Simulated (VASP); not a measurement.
# Si (a cell with a defect) in VASP: a series of runs

Runs on Si (a cell with a defect). Level: LDA. Tasks: relaxation of the atoms, single point.

Everything below comes from runs of VASP 6.6.1. Logs are shortened: lines on timing, memory, paths and dates and some standing lists are left out, and cuts for length are marked.

## 1. The cell of the first run

The cell holds a defect, 17 atoms: a = 7.679 Å, b = 7.679 Å, c = 7.679 Å, α = 60.00°, β = 60.00°, γ = 60.00°.

## 2. Relaxation of the atoms, LDA

Contents of INCAR:

```
ALGO = Normal
EDIFF = 1E-6
EDIFFG = -0.03
ENCUT = 520
IBRION = 2
ISIF = 2
ISMEAR = 0
LASPH = True
LCHARG = False
LREAL = Auto
LWAVE = False
NELM = 80
NSW = 80
PREC = Accurate
SIGMA = 0.05
```

Contents of KPOINTS:

```
k-points
0
Gamma
  2 2 2
```

Contents of POSCAR:

```
Si
1.0
    0.0000000000      5.4300000000      5.4300000000
    5.4300000000      0.0000000000      5.4300000000
    5.4300000000      5.4300000000      0.0000000000
Si
17
Direct
    0.0000000000      0.0000000000      0.0000000000
    0.1250000000      0.1250000000      0.1250000000
    0.0000000000      0.0000000000      0.5000000000
    0.1250000000      0.1250000000      0.6250000000
    0.0000000000      0.5000000000      0.0000000000
    0.1250000000      0.6250000000      0.1250000000
    0.0000000000      0.5000000000      0.5000000000
    0.1250000000      0.6250000000      0.6250000000
    0.5000000000      0.0000000000      0.0000000000
    0.6250000000      0.1250000000      0.1250000000
    0.5000000000      0.0000000000      0.5000000000
    0.6250000000      0.1250000000      0.6250000000
    0.5000000000      0.5000000000      0.0000000000
    0.6250000000      0.6250000000      0.1250000000
    0.5000000000      0.5000000000      0.5000000000
    0.6250000000      0.6250000000      0.6250000000
    0.2482001000      0.2527913000      0.2513855000
```

Potentials or basis: VASP PAW LDA potentials, release 64 (Si).

The run is started by

```sh
> cat potpaw_LDA.64/Si/POTCAR > POTCAR
> mpirun -np 1 vasp_std > vasp.out
```

OUTCAR:

```text
EDIFF = 1E-6
   EDIFFG = -0.03
   ENCUT = 520
   IBRION = 2
   ISIF = 2
   ISMEAR = 0
   LASPH = True
   LREAL = Auto
   NELM = 80
   NSW = 80
   PREC = Accurate

 ion  position               nearest neighbor table
   1  0.000  0.000  0.000-   2 2.35   4 2.35   6 2.35  10 2.35
   2  0.125  0.125  0.125-   1 2.35   3 2.35   5 2.35   9 2.35  17 2.37
   3  0.000  0.000  0.500-   2 2.35   4 2.35   8 2.35  12 2.35  17 2.72
   4  0.125  0.125  0.625-  17 2.34   3 2.35   7 2.35  11 2.35   1 2.35
   5  0.000  0.500  0.000-   2 2.35   6 2.35   8 2.35  14 2.35  17 2.71
   6  0.125  0.625  0.125-  17 2.33   5 2.35   7 2.35  13 2.35   1 2.35
   7  0.000  0.500  0.500-   4 2.35   6 2.35   8 2.35  16 2.35  17 2.69
   8  0.125  0.625  0.625-   3 2.35   5 2.35   7 2.35  15 2.35
   9  0.500  0.000  0.000-   2 2.35  10 2.35  12 2.35  14 2.35  17 2.74
  10  0.625  0.125  0.125-   1 2.35   9 2.35  11 2.35  13 2.35  17 2.36
  11  0.500  0.000  0.500-   4 2.35  10 2.35  12 2.35  16 2.35  17 2.72
  12  0.625  0.125  0.625-   3 2.35   9 2.35  11 2.35  15 2.35
  13  0.500  0.500  0.000-   6 2.35  10 2.35  14 2.35  16 2.35  17 2.71
  14  0.625  0.625  0.125-   5 2.35   9 2.35  13 2.35  15 2.35
  15  0.500  0.500  0.500-   8 2.35  12 2.35  14 2.35  16 2.35
  16  0.625  0.625  0.625-   7 2.35  11 2.35  13 2.35  15 2.35
  17  0.248  0.253  0.251-   6 2.33   4 2.34  10 2.36   2 2.37   7 2.69  13 2.71   5 2.71  11 2.72
                             3 2.72   9 2.74

  LATTYP: Found a face centered cubic cell.
 ALAT       =    10.8600000000

  Lattice vectors:

 A1 = (   0.0000000000,   5.4300000000,   5.4300000000)
 A2 = (   5.4300000000,   0.0000000000,   5.4300000000)
 A3 = (   5.4300000000,   5.4300000000,   0.0000000000)

Analysis of symmetry for initial positions (statically):
=====================================================================
 Subroutine PRICEL returns:
 Original cell was already a primitive cell.

 Routine SETGRP: Setting up the symmetry group for a
 face centered cubic supercell.

 Subroutine GETGRP returns: Found  1 space group operations
 (whereof  1 operations were pure point group operations)
 out of a pool of 48 trial point group operations.

The static configuration has the point symmetry C_1 .

Analysis of symmetry for dynamics (positions and initial velocities):
=====================================================================
 Subroutine PRICEL returns:
 Original cell was already a primitive cell.

 Routine SETGRP: Setting up the symmetry group for a
 face centered cubic supercell.

 Subroutine GETGRP returns: Found  1 space group operations
 (whereof  1 operations were pure point group operations)
 out of a pool of 48 trial point group operations.

The dynamic configuration has the point symmetry C_1 .

 Subroutine INISYM returns: Found  1 space group operations
 (whereof  1 operations are pure point group operations),
 and found     1 'primitive' translations

----------------------------------------------------------------------------------------

                                     Primitive cell

  volume of cell :     320.2060

  direct lattice vectors                    reciprocal lattice vectors
     0.000000000  5.430000000  5.430000000    -0.092081031  0.092081031  0.092081031
     5.430000000  0.000000000  5.430000000     0.092081031 -0.092081031  0.092081031
     5.430000000  5.430000000  0.000000000     0.092081031  0.092081031 -0.092081031

  length of vectors
     7.679179644  7.679179644  7.679179644     0.159489025  0.159489025  0.159489025

  position of ions in fractional coordinates (direct lattice)
     0.000000000  0.000000000  0.000000000
     0.125000000  0.125000000  0.125000000
     0.000000000  0.000000000  0.500000000
     0.125000000  0.125000000  0.625000000
     0.000000000  0.500000000  0.000000000
     0.125000000  0.625000000  0.125000000
[... 9 lines left out ...]
     0.625000000  0.625000000  0.625000000
     0.248200100  0.252791300  0.251385500

  ion indices of the primitive-cell ions
   primitive index   ion index
[... 48 lines left out ...]
   LNONCOLLINEAR =      F non collinear calculations
   LSORBIT =      F    spin-orbit coupling
   LASPH  =      T    aspherical Exc in radial PAW
   ENCUT  =  520.0 eV  38.22 Ry    6.18 a.u.  14.28 14.28 14.28*2*pi/ulx,y,z
   NELM   =     80;   NELMIN=  2; NELMDL= -5     # of ELM steps
   EDIFF  = 0.1E-05   stopping-criterion for ELM
   LREAL  =      T    real-space projection
   EDIFFG = -.3E-01   stopping-criterion for IOM
   NSW    =     80    number of steps for IOM
   IBRION =      2    ionic relax: 0-MD 1-quasi-New 2-CG
   NFREE  =      1    steps in history (QN), initial steepest desc. (CG)
   ISIF   =      2    stress and relaxation
   ISYM   =      2    0-nonsym 1-usesym 2-fastsym
   POTIM  = 0.5000    time-step for ionic-motion
   TEBEG  =    0.0;   TEEND  =   0.0 temperature during run
   PSTRESS=    0.0 pullay stress
   NELECT =      68.0000    total number of electrons
   NUPDOWN=      -1.0000    fix difference up-down
   EMIN   =  10.00;   EMAX   =-10.00  energy-range for DOS
   EFERMI =   0.00;   METHOD = LEGACY
   ISMEAR =     0;   SIGMA  =   0.05  broadening in eV -4-tet -1-fermi 0-gaus
   EFERMI_NEDOS =   21; number of points for ismear=-14 and -15
   IALGO  =     38    algorithm
   IMIX   =      4    mixing-type and parameters
     AMIX     =   0.40;   BMIX     =  1.00
     AMIX_MAG =   1.60;   BMIX_MAG =  1.00
  volume/ion in A,a.u.               =      18.84       127.11
  Fermi-wavevector in a.u.,A,eV,Ry     =   0.976715  1.845724 12.979587  0.953973
  Thomas-Fermi vector in A             =   2.107356
   LORBIT       =      0    0 simple, 1 ext, 2 COOP (PROOUT), +10 PAW based schemes
   GGA     = CA    functional components
   LHFCALC =     F    Hartree Fock is set to
   AEXX    =    0.0000 exact exchange contribution
   IVDW    =     0    specifies the selected vdW correction
   LEPSILON=     F    determine dielectric tensor
   LRPA    =     F    only Hartree local field effects (RPA)
 conjugate gradient relaxation of ions
 non-spin polarized calculation
 Gauss-broadening in eV      SIGMA  =   0.05
  energy-cutoff  :      520.00
  volume of cell :      320.21
 maximum number of plane-waves:      8646
 NGX is ok and might be reduce to    60
   NGX = 29   NGY = 29   NGZ = 29

--------------------------------------- Ionic step        1  -------------------------------------------

 number of electron      68.0000004 magnetization

 Free energy of the ion-electron system (eV)
  ---------------------------------------------------
  ext. energy  EPLUGINS =         0.00000000
  ---------------------------------------------------
  free energy    TOTEN  =       -97.45335084 eV

  energy without entropy =      -97.44370942  energy(sigma->0) =      -97.44853013

------------------------ aborting loop because EDIFF is reached ----------------------------------------

  FORCE on cell =-STRESS in cart. coord.  units (eV):
  Direction    XX          YY          ZZ          XY          YZ          ZX
  --------------------------------------------------------------------------------------
  -------------------------------------------------------------------------------------
  Total        4.3931445      4.3873676      4.3877489     -0.0658568     -0.2736738      0.0289038
  in kB       21.9814624     21.9525577     21.9544652     -0.3295198     -1.3693497      0.1446225
  external PRESSURE =      21.9628284 kB  Pullay stress =       0.0000000 kB
[... 240 lines left out ...]
  energy  without entropy=      -97.5469293720  energy(sigma->0) =      -97.55245220

--------------------------------------- Ionic step        6  -------------------------------------------

 number of electron      68.0000001 magnetization

 Free energy of the ion-electron system (eV)
  ---------------------------------------------------
  ext. energy  EPLUGINS =         0.00000000
  ---------------------------------------------------
  free energy    TOTEN  =       -97.55819064 eV

  energy without entropy =      -97.54719359  energy(sigma->0) =      -97.55269212

 E-fermi :   6.7891     XC(G=0):  -9.8492

 val. band max:        6.5708358885   @ k =   0.0000   0.0000   0.0000
 cond. band min:       6.8074764740   @ k =   0.5000   0.5000   0.0000
 fundamental gap:      0.2366405855
 Fermi energy:         6.7890990971

 k-point     1 :       0.0000    0.0000    0.0000
  band No.  band energies     occupation
      1      -6.3635      2.00000
      2      -3.8193      2.00000
      3      -3.6716      2.00000
      4      -3.6711      2.00000
      5      -3.6707      2.00000
      6      -2.8440      2.00000
[... 401 lines left out ...]
  FREE ENERGIE OF THE ION-ELECTRON SYSTEM (eV)
  ---------------------------------------------------
  free  energy   TOTEN  =       -97.5581906399 eV

  energy  without entropy=      -97.5471935913  energy(sigma->0) =      -97.55269212

 reached required accuracy - stopping structural energy minimisation
```

Run time: 7.1 min. Hardware: 1 thread of Intel Xeon Platinum 8488C (Sapphire Rapids), shared host; peak memory 0.38 GiB.

Results:

```
Free energy                  : -97.5582 eV
Energy gained by relaxing    : 6.2 meV/atom
Ionic steps                  : 6
Pressure after relaxing      : 1.7 GPa
Largest force after relaxing : 0.011 eV/Å
Band gap on the k mesh       : zero (bands 34 and 35 overlap by 0.24 eV)
```

Forces in eV/Å, atoms in the order of the input:
```
Si   0.001  0.000  0.000
Si  -0.002 -0.007 -0.006
Si   0.003  0.005  0.000
Si   0.004 -0.001  0.002
Si   0.004  0.000  0.006
Si   0.000  0.004 -0.003
Si  -0.001 -0.002  0.001
Si   0.001 -0.002 -0.002
Si   0.000  0.001  0.000
Si  -0.001  0.006  0.007
Si   0.002  0.000 -0.005
Si   0.000 -0.001  0.001
Si   0.004 -0.006  0.000
Si  -0.001  0.000 -0.001
Si  -0.002  0.000  0.000
Si   0.001  0.002  0.002
Si  -0.010  0.001 -0.002
```

Step by step:
```
step  energy change (eV)  largest force (eV/Å)  pressure (GPa)
   1              0.0000                0.8542            2.20
   2             -0.1007                0.1301            1.78
   3             -0.1026                0.1107            1.72
   4             -0.1044                0.0367            1.73
   5             -0.1046                0.0437            1.74
   6             -0.1048                0.0106            1.74
```

Final structure:
```
CELL_PARAMETERS angstrom
0.00000 5.43000 5.43000
5.43000 0.00000 5.43000
5.43000 5.43000 0.00000
ATOMIC_POSITIONS crystal
Si 0.99959 0.00064 0.00031
Si 0.12328 0.12322 0.12324
Si 0.99693 0.99698 0.50308
Si 0.12295 0.12289 0.63120
Si 0.99692 0.50311 0.99695
Si 0.12283 0.63155 0.12279
Si 0.99688 0.50313 0.50311
Si 0.12646 0.62456 0.62453
Si 0.50301 0.99700 0.99699
Si 0.63041 0.12317 0.12318
Si 0.50302 0.99697 0.50308
Si 0.62453 0.12636 0.62459
Si 0.50303 0.50312 0.99694
Si 0.62451 0.62460 0.12639
Si 0.50001 0.49998 0.49999
Si 0.62445 0.62455 0.62452
Si 0.24938 0.25096 0.25048
```

Levels at points of the mesh, in eV from the Fermi level:
| k point | band 31 | band 32 | band 33 | band 34 | band 35 | band 36 | band 37 | band 38 |
| --- | --- | --- | --- | --- | --- | --- | --- | --- |
| (0.00, 0.00, 0.00) | -0.76 | -0.76 | -0.76 | -0.23 | -0.22 | -0.22 | 0.06 | 0.06 |
| (0.50, 0.00, 0.00) | -1.51 | -1.36 | -1.36 | -0.34 | 0.53 | 0.54 | 0.88 | 0.88 |
| (0.00, 0.50, 0.00) | -1.51 | -1.36 | -1.36 | -0.34 | 0.54 | 0.54 | 0.88 | 0.88 |
| (0.00, 0.00, 0.50) | -1.51 | -1.36 | -1.36 | -0.34 | 0.53 | 0.54 | 0.88 | 0.88 |
| (0.50, 0.50, 0.50) | -1.51 | -1.36 | -1.36 | -0.34 | 0.53 | 0.54 | 0.88 | 0.88 |
| (0.50, 0.50, 0.00) | -1.95 | -1.81 | -0.97 | 0.02 | 0.72 | 1.03 | 1.03 | 1.14 |
| (0.00, 0.50, 0.50) | -1.95 | -1.81 | -0.97 | 0.02 | 0.72 | 1.03 | 1.04 | 1.14 |
| (0.50, 0.00, 0.50) | -1.95 | -1.81 | -0.97 | 0.02 | 0.72 | 1.03 | 1.03 | 1.14 |

Caveat: the k points lie up to 0.50 Å⁻¹ apart.

## 3. Single point, LDA

Contents of INCAR:

```
SYSTEM = Si
PREC = Accurate
ENCUT = 520
EDIFF = 1E-7
ISMEAR = 0
SIGMA = 0.05
LREAL = Auto
LASPH = .TRUE.
NELM = 80
ALGO = Normal
ISIF = 2
LWAVE = .FALSE.
LCHARG = .TRUE.
LELF = .TRUE.
LVHAR = .TRUE.
NBANDS = 48
```

Contents of KPOINTS:

```
Automatic mesh
0
G
  2 2 2
  0 0 0
```

Contents of POSCAR:

```
Si
1.0
    0.0000000000      5.4300000000      5.4300000000
    5.4300000000      0.0000000000      5.4300000000
    5.4300000000      5.4300000000      0.0000000000
Si
17
Direct
   -0.0004893867      0.0007574452      0.0003821975
    0.1233248806      0.1233029653      0.1233097851
   -0.0030452735     -0.0031802067      0.5032709474
    0.1229486462      0.1229406149      0.6311602471
   -0.0030778164      0.5033401047     -0.0031741663
    0.1228141571      0.6315598974      0.1228116765
   -0.0031886178      0.5032349055      0.5031233548
    0.1263655696      0.6245798144      0.6245582163
    0.5031313684     -0.0031256488     -0.0030866897
    0.6302341574      0.1232458758      0.1232517131
    0.5029825982     -0.0031924789      0.5032485472
    0.6246267657      0.1260953887      0.6246569405
    0.5029423082      0.5033200343     -0.0031887389
    0.6245930454      0.6246444822      0.1261765752
    0.5000792354      0.4998775403      0.4999378276
    0.6244890086      0.6245666990      0.6245436429
    0.2494694538      0.2508238667      0.2504034239
```

Potentials or basis: VASP PAW LDA potentials, release 64 (Si).

The run is started by

```sh
> cat potpaw_LDA.64/Si/POTCAR > POTCAR
> mpirun -np 1 vasp_std > vasp.out
```

Wall time 6.8 min (1 thread of Intel Xeon 8259CL, shared host); peak memory 0.38 GiB.

It converged, with:

| Property | Result |
| --- | --- |
| Free energy | -97.5581 eV |
| Pressure | 1.7 GPa |
| Largest force | 0.022 eV/Å |
| Band gap on the k mesh | zero (bands 34 and 35 overlap by 0.24 eV) |

Forces in eV/Å, atoms in the order of the input:
```
Si   0.000  0.000  0.000
Si  -0.008 -0.016 -0.013
Si   0.003 -0.002  0.008
Si   0.009  0.001  0.000
Si   0.002  0.009 -0.001
Si   0.004  0.003 -0.002
Si  -0.010  0.000  0.000
Si  -0.011  0.007  0.005
Si   0.009 -0.001  0.001
Si  -0.006  0.012  0.014
Si   0.003 -0.008  0.002
Si   0.007 -0.012  0.011
Si   0.002  0.002 -0.008
Si   0.005  0.011 -0.012
Si  -0.001  0.000  0.000
Si  -0.011 -0.005 -0.007
Si   0.002  0.000  0.001
```

Levels at points of the mesh, in eV from the Fermi level:
| k point | band 30 | band 31 | band 32 | band 33 | band 34 | band 35 | band 36 | band 37 | band 38 | band 39 |
| --- | --- | --- | --- | --- | --- | --- | --- | --- | --- | --- |
| (0.00, 0.00, 0.00) | -1.68 | -0.76 | -0.76 | -0.76 | -0.22 | -0.22 | -0.22 | 0.06 | 0.06 | 0.41 |
| (0.50, 0.00, 0.00) | -1.51 | -1.51 | -1.36 | -1.35 | -0.34 | 0.53 | 0.54 | 0.88 | 0.88 | 1.27 |
| (0.00, 0.50, 0.00) | -1.51 | -1.51 | -1.36 | -1.36 | -0.34 | 0.54 | 0.54 | 0.88 | 0.88 | 1.27 |
| (0.00, 0.00, 0.50) | -1.51 | -1.51 | -1.36 | -1.36 | -0.34 | 0.54 | 0.54 | 0.88 | 0.88 | 1.27 |
| (0.50, 0.50, 0.50) | -1.51 | -1.51 | -1.36 | -1.36 | -0.34 | 0.53 | 0.54 | 0.88 | 0.88 | 1.27 |
| (0.50, 0.50, 0.00) | -1.95 | -1.95 | -1.81 | -0.97 | 0.02 | 0.72 | 1.03 | 1.03 | 1.14 | 1.91 |
| (0.00, 0.50, 0.50) | -1.95 | -1.95 | -1.81 | -0.97 | 0.02 | 0.72 | 1.03 | 1.04 | 1.14 | 1.91 |
| (0.50, 0.00, 0.50) | -1.95 | -1.95 | -1.81 | -0.97 | 0.02 | 0.72 | 1.03 | 1.03 | 1.14 | 1.91 |

Caveat: the k points lie up to 0.50 Å⁻¹ apart.

## 4. Single point, LDA

Contents of INCAR:

```
PREC = Accurate
ENCUT = 520
EDIFF = 1E-6
ISMEAR = 0
SIGMA = 0.05
LREAL = Auto
LASPH = T
NELM = 60
ALGO = Normal
ISIF = 2
LWAVE = F
LCHARG = T
LELF = T
LVHAR = T
NBANDS = 48
```

Contents of KPOINTS:

```
Automatic mesh
0
Gamma
  2 2 2
```

Contents of POSCAR:

```
Si
1.0
    0.0000000000      5.4300000000      5.4300000000
    5.4300000000      0.0000000000      5.4300000000
    5.4300000000      5.4300000000      0.0000000000
Si
17
Direct
   -0.0004174787     -0.0011630013      0.0008255350
    0.1211397149      0.1284852792      0.1219621116
   -0.0058496837      0.0019981363      0.5019622773
    0.1211147304      0.1285067777      0.6284828785
   -0.0004224560      0.5008407439      0.0008062956
    0.1243840918      0.6252341369      0.1252126594
   -0.0004190882      0.5008537223      0.4988167175
    0.1211519174      0.6219942417      0.6284511834
    0.5011150528      0.0023827863     -0.0057899190
    0.6272941873      0.1282652640      0.1222409648
    0.5010867991      0.0023664884      0.5023368178
    0.6250475425      0.1249776815      0.6249823284
    0.4980295347      0.5006975826      0.0006673895
    0.6272856403      0.6222756003      0.1222556164
    0.5011291520      0.4942101550      0.5023607735
    0.6272914532      0.6222658376      0.6282382133
    0.3750376203     -0.1250180224      0.3749859570
```

The run is started by

```sh
> cat potpaw_LDA.64/Si/POTCAR > POTCAR
> mpirun -np 1 vasp_std > vasp.out
```

Run time: 7.6 min. Hardware: 1 thread of Intel Xeon 8259CL, shared host; peak memory 0.38 GiB.

The run converged. Its results:

| Quantity | Value |
| --- | --- |
| Free energy | -97.5583 eV |
| Pressure | 1.8 GPa |
| Largest force | 0.014 eV/Å |
| Band gap on the k mesh | zero (bands 34 and 35 overlap by 0.24 eV) |

Forces on the atoms (eV/Å):
```
Si  -0.007  0.006  0.000
Si   0.004  0.012 -0.003
Si   0.004 -0.005 -0.005
Si  -0.013 -0.004 -0.003
Si   0.000  0.007  0.006
Si  -0.002  0.002  0.002
Si  -0.007  0.000  0.006
Si   0.004 -0.003  0.012
Si  -0.006 -0.001  0.005
Si   0.005 -0.005 -0.002
Si   0.001  0.006  0.006
Si   0.005 -0.004 -0.004
Si   0.005 -0.006 -0.006
Si   0.002 -0.005 -0.005
Si  -0.006  0.006 -0.001
Si   0.006 -0.002 -0.005
Si   0.004 -0.004 -0.003
```

Levels at points of the mesh, in eV from the Fermi level:
```tsv
k point	band 30	band 31	band 32	band 33	band 34	band 35	band 36	band 37	band 38	band 39
(0.00, 0.00, 0.00)	-1.68	-0.76	-0.76	-0.76	-0.23	-0.22	-0.22	0.06	0.06	0.41
(0.50, 0.00, 0.00)	-1.51	-1.51	-1.36	-1.36	-0.34	0.54	0.54	0.88	0.88	1.27
(0.00, 0.50, 0.00)	-1.51	-1.51	-1.36	-1.36	-0.34	0.54	0.54	0.88	0.88	1.27
(0.00, 0.00, 0.50)	-1.51	-1.51	-1.36	-1.36	-0.34	0.54	0.54	0.88	0.88	1.27
(0.50, 0.50, 0.50)	-1.51	-1.51	-1.36	-1.36	-0.34	0.53	0.54	0.88	0.88	1.27
(0.50, 0.50, 0.00)	-1.95	-1.95	-1.81	-0.97	0.02	0.72	1.03	1.03	1.14	1.91
(0.00, 0.50, 0.50)	-1.95	-1.95	-1.81	-0.97	0.02	0.72	1.03	1.03	1.14	1.91
(0.50, 0.00, 0.50)	-1.95	-1.95	-1.81	-0.97	0.02	0.72	1.03	1.03	1.14	1.91
```

Caveat: the k points lie up to 0.50 Å⁻¹ apart.
